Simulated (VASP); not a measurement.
# In3As (I4/mmm) in VASP: a series of runs

Runs on In3As. Level: PBE. Tasks: single point, relaxation of cell and atoms.

All numbers are computed with VASP 6.6.1; they aren't measurements. Logs are shortened: lines on timing, memory, paths and dates and some standing lists are left out, and cuts for length are marked.

## 1. The cell of the first run

It takes space group I4/mmm (No. 139, tetragonal). The conventional cell has a = 5.803 Å, b = 5.803 Å, c = 6.714 Å, α = 90.00°, β = 90.00°, γ = 90.00°. In (site symmetry 4/mmm) has 4 In at 2.90 Å and 2 As at 3.36 Å within 3.8 Å. Within 3.8 Å of In (site symmetry mmm) lie 4 In at 2.90 to 3.36 Å and 2 As at 2.90 Å. As (site symmetry 4/mmm) has 6 In at 2.90 to 3.36 Å within 3.8 Å.

## 2. Single point, PBE

File INCAR:

```
PREC = Accurate ; ENCUT = 520
EDIFF = 1E-6 ; ISMEAR = 0
SIGMA = 0.1 ; LREAL = False
LASPH = True ; NELM = 100
ALGO = Normal ; ISIF = 2
LWAVE = False ; LCHARG = False
GGA = PE ; NBANDS = 30
```

File KPOINTS:

```
regular mesh
0
Gamma
  4 4 4
```

File POSCAR:

```
In3As
1.0
   -2.9013902400      2.9013902400      3.3570385400
    2.9013902400     -2.9013902400      3.3570385400
    2.9013902400      2.9013902400     -3.3570385400
In As
3 1
Direct
    0.5000000000      0.5000000000      0.0000000000
    0.5000000000      0.0000000000      0.5000000000
    0.0000000000      0.5000000000      0.5000000000
    0.0000000000      0.0000000000      0.0000000000
```

Potentials or basis: VASP PAW PBE potentials, release 64 (In_d, As).

Launch:

```console
cat potpaw_PBE.64/In_d/POTCAR potpaw_PBE.64/As/POTCAR > POTCAR
mpirun -np 1 vasp_std > vasp.out
```

OUTCAR:

```text
PREC = Accurate
   ENCUT = 520
   EDIFF = 1E-6
   ISMEAR = 0
   LREAL = False
   LASPH = True
   NELM = 100
   ISIF = 2
   GGA = PE

 ion  position               nearest neighbor table
   1  0.500  0.500  0.000-   2 2.90   3 2.90   2 2.90   3 2.90   4 3.36   4 3.36
   2  0.500  0.000  0.500-   1 2.90   4 2.90   1 2.90   4 2.90   3 3.36   3 3.36
   3  0.000  0.500  0.500-   1 2.90   4 2.90   4 2.90   1 2.90   2 3.36   2 3.36
   4  0.000  0.000  0.000-   2 2.90   3 2.90   3 2.90   2 2.90   1 3.36   1 3.36

  LATTYP: Found a body centered tetragonal cell.
 ALAT       =     5.8027804800
 C/A-ratio  =     1.1570448172

  Lattice vectors:

 A1 = (  -2.9013902400,   2.9013902400,   3.3570385400)
 A2 = (   2.9013902400,  -2.9013902400,   3.3570385400)
 A3 = (   2.9013902400,   2.9013902400,  -3.3570385400)

Analysis of symmetry for initial positions (statically):
=====================================================================
 Subroutine PRICEL returns:
 Original cell was already a primitive cell.

 Routine SETGRP: Setting up the symmetry group for a
 body centered tetragonal supercell.

 Subroutine GETGRP returns: Found 16 space group operations
 (whereof 16 operations were pure point group operations)
 out of a pool of 16 trial point group operations.

The static configuration has the point symmetry D_4h.

Analysis of symmetry for dynamics (positions and initial velocities):
=====================================================================
 Subroutine PRICEL returns:
 Original cell was already a primitive cell.

 Routine SETGRP: Setting up the symmetry group for a
 body centered tetragonal supercell.

 Subroutine GETGRP returns: Found 16 space group operations
 (whereof 16 operations were pure point group operations)
 out of a pool of 16 trial point group operations.

The dynamic configuration has the point symmetry D_4h.

 Subroutine INISYM returns: Found 16 space group operations
 (whereof 16 operations are pure point group operations),
 and found     1 'primitive' translations

----------------------------------------------------------------------------------------

                                     Primitive cell

  volume of cell :     113.0391

  direct lattice vectors                    reciprocal lattice vectors
[... 76 lines left out ...]
   LASPH  =      T    aspherical Exc in radial PAW
   ENCUT  =  520.0 eV  38.22 Ry    6.18 a.u.   9.86  9.86  9.86*2*pi/ulx,y,z
   NELM   =    100;   NELMIN=  2; NELMDL= -5     # of ELM steps
   EDIFF  = 0.1E-05   stopping-criterion for ELM
   LREAL  =      F    real-space projection
   EDIFFG = 0.1E-04   stopping-criterion for IOM
   NSW    =      0    number of steps for IOM
   IBRION =     -1    ionic relax: 0-MD 1-quasi-New 2-CG
   NFREE  =      0    steps in history (QN), initial steepest desc. (CG)
   ISIF   =      2    stress and relaxation
   ISYM   =      2    0-nonsym 1-usesym 2-fastsym
   POTIM  = 0.5000    time-step for ionic-motion
   TEBEG  =    0.0;   TEEND  =   0.0 temperature during run
   PSTRESS=    0.0 pullay stress
   NELECT =      44.0000    total number of electrons
   NUPDOWN=      -1.0000    fix difference up-down
   EMIN   =  10.00;   EMAX   =-10.00  energy-range for DOS
   EFERMI =   0.00;   METHOD = LEGACY
   ISMEAR =     0;   SIGMA  =   0.10  broadening in eV -4-tet -1-fermi 0-gaus
   EFERMI_NEDOS =   21; number of points for ismear=-14 and -15
   IALGO  =     38    algorithm
   IMIX   =      4    mixing-type and parameters
     AMIX     =   0.40;   BMIX     =  1.00
     AMIX_MAG =   1.60;   BMIX_MAG =  1.00
  volume/ion in A,a.u.               =      28.26       190.71
  Fermi-wavevector in a.u.,A,eV,Ry     =   1.195316  2.258820 19.439747  1.428781
  Thomas-Fermi vector in A             =   2.331285
   LORBIT       =      0    0 simple, 1 ext, 2 COOP (PROOUT), +10 PAW based schemes
   GGA     = PE    functional components
   LHFCALC =     F    Hartree Fock is set to
   AEXX    =    0.0000 exact exchange contribution
   IVDW    =     0    specifies the selected vdW correction
   LEPSILON=     F    determine dielectric tensor
   LRPA    =     F    only Hartree local field effects (RPA)
 non-spin polarized calculation
 Gauss-broadening in eV      SIGMA  =   0.10
  energy-cutoff  :      520.00
  volume of cell :      113.04
 maximum number of plane-waves:      3065
   NGX = 19   NGY = 19   NGZ = 19

 number of electron      43.9999983 magnetization

 Free energy of the ion-electron system (eV)
  ---------------------------------------------------
  ext. energy  EPLUGINS =         0.00000000
  ---------------------------------------------------
  free energy    TOTEN  =       -11.93504332 eV

  energy without entropy =      -11.92760503  energy(sigma->0) =      -11.93132418

 E-fermi :   5.3727     XC(G=0):  -9.5426

 val. band max:        5.2935184455   @ k =   0.2500   0.2500   0.2500
 cond. band min:       5.3766592673   @ k =  -0.2500  -0.2500   0.2500
 fundamental gap:      0.0831408218
 Fermi energy:         5.3727027966

 k-point     1 :       0.0000    0.0000    0.0000
  band No.  band energies     occupation
      1      -9.5386      2.00000
      2      -9.3905      2.00000
      3      -9.2212      2.00000
      4      -9.1795      2.00000
      5      -9.1795      2.00000
      6      -9.1562      2.00000
[... 418 lines left out ...]
     29      12.8095      0.00000
     30      13.6050      0.00000

------------------------ aborting loop because EDIFF is reached ----------------------------------------

  FORCE on cell =-STRESS in cart. coord.  units (eV):
  Direction    XX          YY          ZZ          XY          YZ          ZX
  --------------------------------------------------------------------------------------
  -------------------------------------------------------------------------------------
  Total        1.0518655      1.0518655     -2.1500197      0.0000000     -0.0000000      0.0000000
  in kB       14.9087832     14.9087832    -30.4736451      0.0000000     -0.0000000      0.0000000
  external PRESSURE =      -0.2186929 kB  Pullay stress =       0.0000000 kB

 VOLUME and BASIS-vectors are now :
 -----------------------------------------------------------------------------
  energy-cutoff  :      520.00
  volume of cell :      113.04
      direct lattice vectors                 reciprocal lattice vectors
    -2.901390240  2.901390240  3.357038540     0.000000000  0.172331179  0.148940798
     2.901390240 -2.901390240  3.357038540     0.172331179  0.000000000  0.148940798
     2.901390240  2.901390240 -3.357038540     0.172331179  0.172331179  0.000000000

 POSITION                                       TOTAL-FORCE (eV/Angst)
 -----------------------------------------------------------------------------------
      0.00000      0.00000      3.35704        -0.000000      0.000000      0.000000
      0.00000      2.90139      0.00000        -0.000000      0.000000     -0.000000
      2.90139      0.00000      0.00000         0.000000     -0.000000      0.000000
      0.00000      0.00000      0.00000        -0.000000     -0.000000      0.000000
 -----------------------------------------------------------------------------------
    total drift:                               -0.000000     -0.000000      0.000000

  FREE ENERGIE OF THE ION-ELECTRON SYSTEM (eV)
  ---------------------------------------------------
  free  energy   TOTEN  =       -11.9350433241 eV

  energy  without entropy=      -11.9276050340  energy(sigma->0) =      -11.93132418
```

OSZICAR:

```text
N       E                     dE             d eps       ncg     rms          rms(c)
DAV:   1     0.399546794963E+03    0.39955E+03   -0.21093E+04   780   0.185E+03
DAV:   2     0.270520064202E+02   -0.37249E+03   -0.36472E+03   780   0.448E+02
DAV:   3    -0.104796376103E+02   -0.37532E+02   -0.36883E+02   910   0.159E+02
DAV:   4    -0.121015802132E+02   -0.16219E+01   -0.16172E+01   932   0.352E+01
DAV:   5    -0.121835739593E+02   -0.81994E-01   -0.81986E-01  1158   0.682E+00    0.479E+00
DAV:   6    -0.119465182147E+02    0.23706E+00   -0.69163E-01  1020   0.742E+00    0.267E+00
DAV:   7    -0.119371367046E+02    0.93815E-02   -0.13987E-01  1054   0.278E+00    0.801E-01
DAV:   8    -0.119350254314E+02    0.21113E-02   -0.14557E-02  1064   0.126E+00    0.274E-01
DAV:   9    -0.119349845507E+02    0.40881E-04   -0.45684E-03  1066   0.564E-01    0.135E-01
DAV:  10    -0.119350354359E+02   -0.50885E-04   -0.58072E-04  1092   0.210E-01    0.109E-01
DAV:  11    -0.119350479280E+02   -0.12492E-04   -0.89379E-05  1006   0.803E-02    0.155E-02
DAV:  12    -0.119350439268E+02    0.40012E-05   -0.94879E-06   974   0.464E-02    0.115E-02
DAV:  13    -0.119350433241E+02    0.60273E-06   -0.29570E-06   754   0.232E-02
   1 F= -.11935043E+02 E0= -.11931324E+02  d E =-.743829E-02
```

Wall time 50 s (1 thread of Intel Xeon 6975P-C, shared host); peak memory 0.25 GiB.

What came out:

- Free energy: -11.9350 eV
- Pressure: 0.0 GPa
- Band gap on the k mesh: zero (band 22 reaches 6.41 eV, above the bottom of band 23 at 4.73 eV)

Caveat: the k points lie up to 0.38 Å⁻¹ apart; spin-orbit coupling is left out, which moves the levels of the heavy elements.

## 3. Relaxation of cell and atoms, PBE

File INCAR:

```
PREC = Accurate
ENCUT = 600
EDIFF = 1E-6
ISMEAR = 0
SIGMA = 0.1
LREAL = F
LASPH = T
NELM = 80
ALGO = Fast
ISIF = 3
LWAVE = F
LCHARG = F
GGA = PE
IBRION = 2
NSW = 90
EDIFFG = -0.04
```

File KPOINTS:

```
Automatic mesh
0
Gamma
  4 4 4
```

POSCAR is that of step 2.

Potentials or basis: VASP PAW PBE potentials, release 64 (In_d, As).

Launch:

```console
cat potpaw_PBE.64/In_d/POTCAR potpaw_PBE.64/As/POTCAR > POTCAR
mpirun -np 1 vasp_std > vasp.out
```

Run time: 12 min. Hardware: 1 thread of Intel Xeon 6975P-C, shared host; peak memory 0.29 GiB.

Results (log left out):

```
Free energy                            : -12.0569 eV
Relaxed volume                         : 26.53 Å³/atom
Relaxed cell                           : a = 5.166 Å, b = 5.166 Å, c = 5.166 Å, α = 109.48°, β = 109.48°, γ = 109.46°
Space group after relaxing (to 0.05 Å) : Im-3m (No. 229)
Energy gained by relaxing              : 30.5 meV/atom
Ionic steps                            : 13
Pressure after relaxing                : -0.2 GPa
Band gap on the k mesh                 : zero (band 22 reaches 7.07 eV, above the bottom of band 23 at 5.23 eV)
```

The path:
| step | energy change (eV) | largest force (eV/Å) | pressure (GPa) | volume (Å³) |
| --- | --- | --- | --- | --- |
| 1 | 0.0000 | 0.0000 | -0.02 | 113.04 |
| 2 | -0.0576 | 0.0000 | -0.85 | 112.92 |
| 3 | -0.0700 | 0.0000 | -1.23 | 112.80 |
| 4 | -0.0719 | 0.0000 | -1.37 | 112.75 |
| 5 | -0.1027 | 0.0000 | -0.18 | 108.21 |
| 6 | -0.1062 | 0.0000 | 0.38 | 106.25 |
| 7 | -0.1136 | 0.0000 | 0.46 | 105.33 |
| 8 | -0.0604 | 0.0000 | 2.12 | 102.40 |
| 9 | -0.1163 | 0.0000 | 0.52 | 105.00 |
| 10 | -0.1162 | 0.0000 | 0.94 | 104.12 |
| 11 | -0.1175 | 0.0000 | 0.75 | 104.55 |
| 12 | -0.1209 | 0.0000 | -0.19 | 106.88 |
| 13 | -0.1219 | 0.0000 | -0.18 | 106.11 |

Final structure:
```
In As
1.0
    -2.98229    2.98229    2.98274
     2.98229   -2.98229    2.98274
     2.98229    2.98229   -2.98274
In As
3 1
Direct
  0.50000 0.50000 0.00000
  0.50000 0.00000 0.50000
  0.00000 0.50000 0.50000
  0.00000 0.00000 0.00000
```

Levels at points of the mesh, in eV from the Fermi level:
```tsv
k point	band 21	band 22	band 23	band 24	band 25	band 26
(0.00, 0.00, 0.00)	-1.60	-1.60	-0.78	-0.78	-0.78	3.59
(0.50, 0.00, 0.00)	-1.58	0.05	0.65	1.61	1.76	3.88
(0.50, 0.50, 0.00)	-1.58	0.05	0.65	1.61	1.76	3.88
(0.50, 0.50, 0.50)	-4.37	0.70	0.70	0.70	1.19	6.80
```

Caveat: the k points lie up to 0.37 Å⁻¹ apart in the final cell; spin-orbit coupling is left out, which moves the levels of the heavy elements.
